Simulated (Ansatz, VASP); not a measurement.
**Two plane-wave programs on Cd**

```
Cd
1.0
     2.97887    0.00000    0.00000
    -1.48944    2.55398    0.00000
     0.00000    0.00000    5.61765
Cd
2
Direct
  0.33333 0.66667 0.25000
  0.66667 0.33333 0.75000
```

Change from the starting cell: strain -0.0100 x Voigt [0, 1, 0, 0, 0, 0], atoms carried along.

Alike in both runs: task single point; functional PBEsol; k mesh 18 × 18 × 8; occupations gaussian, width 0.15 eV; no spin polarisation.

|  | VASP | Ansatz |
| --- | --- | --- |
| version | VASP 6.6.1 | Ansatz 0.2.0 |
| potentials or method | VASP PAW PBE potentials, release 64 (Cd), cutoff 520 eV | scalar-relativistic, plane waves, PAW |
| valence electrons in the cell | 24 | 40 |

|  | VASP | Ansatz | Ansatz less VASP |
| --- | --- | --- | --- |
| gap on the k mesh at the Fermi level (eV) | none | none | - |
| pressure (GPa) | -0.5 | -0.9 | -0.40 |
| traceless stress, the component that is largest in VASP (GPa) | -0.38 | -0.45 | -0.067 |

VASP's potentials were made for PBE, not for PBEsol. A gap of «none» marks a metal or a gap that the smearing closes. With one functional, cell and mesh, what is left measures potentials, basis and numerics. VASP's potentials hold 24 valence electrons a cell and Ansatz's 40, so a difference there can come from the potentials and not from the codes.
